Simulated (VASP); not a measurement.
# Ga (C2/m) in VASP: single point with revPBE

Aim: the single point of Ga with revPBE.

Everything below comes from runs of VASP 6.6.1. Logs are shortened: lines on timing, memory, paths and dates and some standing lists are left out, and cuts for length are marked.

## Step 1: The cell of the first run

The structure is monoclinic, space group C2/m (No. 12). Conventional cell: a = 5.202 Å, b = 3.003 Å, c = 4.865 Å, α = 90.00°, β = 90.00°, γ = 90.00°. Within 2.8 Å of Ga (site symmetry m) lie 3 Ga at 2.09 to 2.66 Å.

## Step 2: Single point, revPBE

INCAR

```
PREC = Accurate
ENCUT = 500
EDIFF = 1E-6
ISMEAR = -1
SIGMA = 0.05
LREAL = F
LASPH = T
NELM = 120
ALGO = Normal
ISIF = 2
LWAVE = F
LCHARG = F
GGA = RE
NBANDS = 20
GGA_COMPAT = F
```

KPOINTS

```
regular mesh
0
Gamma
  14 14 8
```

POSCAR

```
Ga
1.0
    3.0031658500      0.0000000000      0.0000000000
   -1.5015829250      2.6008179178      0.0000000000
    0.0000000000      0.0000000000      4.8651286769
Ga
2
Direct
    0.2333333333      0.6166666667      0.1750000000
    0.7666666667      0.3833333333      0.8250000000
```

Potentials or basis: VASP PAW PBE potentials, release 64 (Ga_d).

On the command line:

```
$ cat potpaw_PBE.64/Ga_d/POTCAR > POTCAR
$ mpirun -np 1 vasp_std > vasp.out
```

OUTCAR:

```text
PREC = Accurate
   ENCUT = 500
   EDIFF = 1E-6
   ISMEAR = -1
   LREAL = F
   LASPH = T
   NELM = 120
   ISIF = 2
   GGA = RE

 ion  position               nearest neighbor table
   1  0.233  0.617  0.175-   2 2.09   2 2.66   2 2.66
   2  0.767  0.383  0.825-   1 2.09   1 2.66   1 2.66

  LATTYP: Found a hexagonal cell.
 ALAT       =     3.0031658500
 C/A-ratio  =     1.6200000000

  Lattice vectors:

 A1 = (   3.0031658500,   0.0000000000,   0.0000000000)
 A2 = (  -1.5015829250,   2.6008179178,   0.0000000000)
 A3 = (   0.0000000000,   0.0000000000,   4.8651286769)

Analysis of symmetry for initial positions (statically):
=====================================================================
 Subroutine PRICEL returns:
 Original cell was already a primitive cell.

 Routine SETGRP: Setting up the symmetry group for a
 hexagonal supercell.

 Subroutine GETGRP returns: Found  4 space group operations
 (whereof  4 operations were pure point group operations)
 out of a pool of 24 trial point group operations.

The static configuration has the point symmetry C_2h.

Analysis of symmetry for dynamics (positions and initial velocities):
=====================================================================
 Subroutine PRICEL returns:
 Original cell was already a primitive cell.

 Routine SETGRP: Setting up the symmetry group for a
 hexagonal supercell.

 Subroutine GETGRP returns: Found  4 space group operations
 (whereof  4 operations were pure point group operations)
 out of a pool of 24 trial point group operations.

The dynamic configuration has the point symmetry C_2h.

 Subroutine INISYM returns: Found  4 space group operations
 (whereof  4 operations are pure point group operations),
 and found     1 'primitive' translations

----------------------------------------------------------------------------------------

                                     Primitive cell

  volume of cell :      38.0000

  direct lattice vectors                    reciprocal lattice vectors
     3.003165850  0.000000000  0.000000000     0.332981943  0.192247214  0.000000000
    -1.501582925  2.600817918  0.000000000     0.000000000  0.384494429  0.000000000
     0.000000000  0.000000000  4.865128677     0.000000000  0.000000000  0.205544409
[... 76 lines left out ...]
   ISTART =      0    job   : 0-new  1-cont  2-samecut
   ICHARG =      2    charge: 1-file 2-atom 10-const
   ISPIN  =      1    spin polarized calculation?
   LNONCOLLINEAR =      F non collinear calculations
   LSORBIT =      F    spin-orbit coupling
   LASPH  =      T    aspherical Exc in radial PAW
   ENCUT  =  500.0 eV  36.75 Ry    6.06 a.u.   5.48  5.48  8.87*2*pi/ulx,y,z
   NELM   =    120;   NELMIN=  2; NELMDL= -5     # of ELM steps
   EDIFF  = 0.1E-05   stopping-criterion for ELM
   LREAL  =      F    real-space projection
   EDIFFG = 0.1E-04   stopping-criterion for IOM
   NSW    =      0    number of steps for IOM
   IBRION =     -1    ionic relax: 0-MD 1-quasi-New 2-CG
   NFREE  =      0    steps in history (QN), initial steepest desc. (CG)
   ISIF   =      2    stress and relaxation
   ISYM   =      2    0-nonsym 1-usesym 2-fastsym
   POTIM  = 0.5000    time-step for ionic-motion
   TEBEG  =    0.0;   TEEND  =   0.0 temperature during run
   PSTRESS=    0.0 pullay stress
   NELECT =      26.0000    total number of electrons
   NUPDOWN=      -1.0000    fix difference up-down
   EMIN   =  10.00;   EMAX   =-10.00  energy-range for DOS
   EFERMI =   0.00;   METHOD = LEGACY
   ISMEAR =    -1;   SIGMA  =   0.05  broadening in eV -4-tet -1-fermi 0-gaus
   EFERMI_NEDOS =   21; number of points for ismear=-14 and -15
   IALGO  =     38    algorithm
   IMIX   =      4    mixing-type and parameters
     AMIX     =   0.40;   BMIX     =  1.00
     AMIX_MAG =   1.60;   BMIX_MAG =  1.00
  volume/ion in A,a.u.               =      19.00       128.22
  Fermi-wavevector in a.u.,A,eV,Ry     =   1.442574  2.726069 28.313990  2.081020
  Thomas-Fermi vector in A             =   2.561079
   LORBIT       =      0    0 simple, 1 ext, 2 COOP (PROOUT), +10 PAW based schemes
   GGA     = RE    functional components
   LHFCALC =     F    Hartree Fock is set to
   AEXX    =    0.0000 exact exchange contribution
   IVDW    =     0    specifies the selected vdW correction
   LEPSILON=     F    determine dielectric tensor
   LRPA    =     F    only Hartree local field effects (RPA)
 non-spin polarized calculation
  energy-cutoff  :      500.00
  volume of cell :       38.00
 maximum number of plane-waves:      1002
 NGX is ok and might be reduce to    24
   NGX = 11   NGY = 11   NGZ = 17

 number of electron      25.9999988 magnetization

 Free energy of the ion-electron system (eV)
  ---------------------------------------------------
  ext. energy  EPLUGINS =         0.00000000
  ---------------------------------------------------
  free energy    TOTEN  =        -3.58582423 eV

  energy without entropy =       -3.57784784  energy(sigma->0) =       -3.58183603

 E-fermi :   5.5018     XC(G=0): -10.6925

 val. band max:        5.5009674612   @ k =  -0.0714   0.1429   0.2500
 cond. band min:       5.5021765926   @ k =  -0.2857   0.2857   0.2500
 fundamental gap:      0.0012091314
 Fermi energy:         5.5018194054

 k-point     1 :       0.0000    0.0000    0.0000
  band No.  band energies     occupation
      1     -10.4203      2.00000
      2     -10.1704      2.00000
      3     -10.0126      2.00000
      4      -9.8724      2.00000
      5      -9.7298      2.00000
      6      -9.6790      2.00000
[... 541 lines left out ...]
     19      15.6813      0.00000
     20      18.6563      0.00000

 [... further k-points ...]

------------------------ aborting loop because EDIFF is reached ----------------------------------------

  FORCE on cell =-STRESS in cart. coord.  units (eV):
  Direction    XX          YY          ZZ          XY          YZ          ZX
  --------------------------------------------------------------------------------------
  -------------------------------------------------------------------------------------
  Total        4.3256680      2.5327044      7.7135367      1.5527520      2.2371357      3.8748302
  in kB      182.3812416    106.7853065    325.2224644     65.4680002     94.3233726    163.3727673
  external PRESSURE =     204.7963375 kB  Pullay stress =       0.0000000 kB

 VOLUME and BASIS-vectors are now :
 -----------------------------------------------------------------------------
  energy-cutoff  :      500.00
  volume of cell :       38.00
      direct lattice vectors                 reciprocal lattice vectors
     3.003165850  0.000000000  0.000000000     0.332981943  0.192247214  0.000000000
    -1.501582925  2.600817918  0.000000000     0.000000000  0.384494429  0.000000000
     0.000000000  0.000000000  4.865128677     0.000000000  0.000000000  0.205544409

 POSITION                                       TOTAL-FORCE (eV/Angst)
 -----------------------------------------------------------------------------------
     -0.22524      1.60384      0.85140         2.148629      1.240511      5.359525
      1.72682      0.99698      4.01373        -2.148629     -1.240511     -5.359525
 -----------------------------------------------------------------------------------
    total drift:                               -0.000000      0.000000     -0.000000

  FREE ENERGIE OF THE ION-ELECTRON SYSTEM (eV)
  ---------------------------------------------------
  free  energy   TOTEN  =        -3.5858242261 eV

  energy  without entropy=       -3.5778478392  energy(sigma->0) =       -3.58183603
```

OSZICAR:

```text
N       E                     dE             d eps       ncg     rms          rms(c)
DAV:   1     0.136411034476E+03    0.13641E+03   -0.13143E+04 17988   0.243E+03
DAV:   2     0.831387915712E+01   -0.12810E+03   -0.12475E+03 17664   0.384E+02
DAV:   3    -0.357629388877E+01   -0.11890E+02   -0.11821E+02 19360   0.978E+01
DAV:   4    -0.376709799176E+01   -0.19080E+00   -0.19071E+00 19556   0.134E+01
DAV:   5    -0.377037735454E+01   -0.32794E-02   -0.32792E-02 20084   0.173E+00    0.202E+00
DAV:   6    -0.361473904890E+01    0.15564E+00   -0.20029E-01 21476   0.511E+00    0.937E-01
DAV:   7    -0.358793832578E+01    0.26801E-01   -0.90498E-02 22552   0.247E+00    0.261E-01
DAV:   8    -0.358600343916E+01    0.19349E-02   -0.12473E-02 18700   0.973E-01    0.627E-02
DAV:   9    -0.358582937012E+01    0.17407E-03   -0.11396E-03 21432   0.352E-01    0.177E-02
DAV:  10    -0.358582247285E+01    0.68973E-05   -0.10134E-04 21432   0.948E-02    0.516E-03
DAV:  11    -0.358582396587E+01   -0.14930E-05   -0.85535E-06 20352   0.200E-02    0.189E-03
DAV:  12    -0.358582422607E+01   -0.26020E-06   -0.46514E-07 10968   0.611E-03
   1 F= -.35858242E+01 E0= -.35818360E+01  d E =-.797639E-02
```

Wall time 5.3 min (1 thread of Intel Xeon 8259CL, shared host); peak memory 0.35 GiB.

What came out:

```
Free energy            : -3.5858 eV
Pressure               : 20.5 GPa
Largest force          : 5.906 eV/Å
Band gap on the k mesh : zero (bands 13 and 14 overlap by 4.97 eV)
```

Forces in eV/Å, atoms in the order of the input:
```
Ga   2.149  1.241  5.360
Ga  -2.149 -1.241 -5.360
```

Stress tensor (GPa, compression positive):
```
18.24  6.55 16.34
 6.55 10.68  9.43
16.34  9.43 32.52
```

Levels at points of the mesh, in eV from the Fermi level:
```
           k point  band 9  band 10  band 11  band 12  band 13  band 14  band 15  band 16  band 17  band 18
(0.00, 0.00, 0.00)  -14.93   -14.73   -12.03    -4.56    -3.05     8.19     9.46     9.94    11.06    13.24
(0.50, 0.00, 0.00)  -14.93   -14.90    -6.39    -5.89     0.49     0.54     3.07     3.73     3.89     7.81
(0.00, 0.50, 0.00)  -14.94   -14.74    -6.87    -5.29     0.42     0.71     2.01     4.41     4.72     6.36
(0.00, 0.00, 0.50)  -14.93   -14.73   -11.65    -7.34     2.50     6.17     8.57     9.70    10.13    10.94
(0.50, 0.00, 0.50)  -14.91   -14.90    -5.99    -5.45    -1.88    -1.65     4.30     7.45     8.65     8.66
(0.00, 0.50, 0.50)  -14.92   -14.74    -6.53    -4.80    -2.38    -1.01     4.57     6.34     6.93    10.01
```

Caveat: the stress differs along the axes, from 11 to 33 GPa; the PAW data sets were made with another functional, which shifts forces and pressure a little.
